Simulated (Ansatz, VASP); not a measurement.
# KBr in VASP and in Ansatz

The input POSCAR:

```
KBr
1.0
    0.0000000000      3.2553999381      3.2553999381
    3.2553999381      0.0000000000      3.2553999381
    3.2553999381      3.2553999381      0.0000000000
Br K
1 1
Direct
    0.5000000000      0.5000000000      0.5000000000
    0.0000000000      0.0000000000      0.0000000000
```

File INCAR.step1:

```
SYSTEM = KBr
PREC     = Accurate       ! precision mode
ENCUT    = 520            ! plane-wave cutoff, eV
EDIFF    = 1E-5           ! SCF threshold, eV
ISMEAR   = 0              ! smearing method
SIGMA    = 0.1            ! smearing width, eV
LREAL    = .FALSE.        ! projectors in reciprocal space
LASPH    = .TRUE.         ! aspherical terms in the spheres
NELM     = 80             ! most SCF steps
ALGO     = Normal         ! electronic algorithm
ISIF     = 2              ! what is computed and relaxed
LWAVE    = .TRUE.         ! write WAVECAR
NBANDS   = 15             ! bands
GGA      = PE             ! functional
```

Contents of INCAR.step2:

```
SYSTEM = KBr
PREC     = Accurate       ! precision mode
ENCUT    = 520            ! plane-wave cutoff, eV
EDIFF    = 1E-6           ! SCF threshold, eV
ISMEAR   = 0              ! smearing method
SIGMA    = 0.1            ! smearing width, eV
LREAL    = .FALSE.        ! projectors in reciprocal space
LASPH    = .TRUE.         ! aspherical terms in the spheres
NELM     = 80             ! most SCF steps
ALGO     = Normal         ! electronic algorithm
ISIF     = 2              ! what is computed and relaxed
LWAVE    = .FALSE.        ! write WAVECAR
LCHARG   = .TRUE.         ! write CHGCAR
GGA      = PE             ! functional
LHFCALC  = .TRUE.         ! exact exchange
AEXX     = 0.25           ! exact-exchange fraction
HFSCREEN = 0.3            ! screening, 1/A
PRECFOCK = Normal       
LELF     = .TRUE.         ! ELF
LVHAR    = .TRUE.       
NBANDS   = 15             ! bands
ISTART   = 1
```

The input KPOINTS:

```
regular mesh
0
G
  4 4 4
  0 0 0
```

File input.yaml:

```yaml
crystal:
  lattice:
    - [0.0, 3.2553999381, 3.2553999381]
    - [3.2553999381, 0.0, 3.2553999381]
    - [3.2553999381, 3.2553999381, 0.0]
  atoms:
    - { symbol: Br, position: [0.5, 0.5, 0.5] }
    - { symbol: K, position: [0.0, 0.0, 0.0] }
hamiltonian:
  xc: { exchange: pbe, correlation: pbe, exx: { coeff: 0.25, omega: 0.3 } }
  pseudopotentials: { kind: paw }
kpoints:
  mp_grid: { grid: [4, 4, 4] }
scf:
  occupations: { method: gaussian, width: 0.1 }
output:
  forces: true
  stress: true
  eigenvalues: true
  write_density: true
  write_potential: true
  elf: true
  volumetric_format: npy
```

Alike in both runs: task single point; functional PBE-based screened hybrid with a share of 0.25 of exact exchange and HFSCREEN = 0.3; k mesh 4 × 4 × 4; occupations gaussian, width 0.1 eV; no spin polarisation.

|  | VASP | Ansatz |
| --- | --- | --- |
| version | VASP 6.6.1 | Ansatz 0.2.0 |
| potentials or method | VASP PAW PBE potentials, release 64 (Br, K_sv) | Ansatz PAW |
| plane-wave cutoff (eV) | 520 | 420 |
| valence electrons in the cell | 16 | 16 |

```tsv
	VASP	Ansatz	Ansatz less VASP
gap on the k mesh at the Fermi level (eV)	5.49	5.50	+0.004
least direct gap on the mesh (eV)	5.49	5.50	+0.004
pressure (GPa)	1.2	1.2	-0.03
```

VASP's potentials were made for PBE, not for PBE-based screened hybrid. The functional is the same, so the differences come from potentials, cutoffs and numerics.
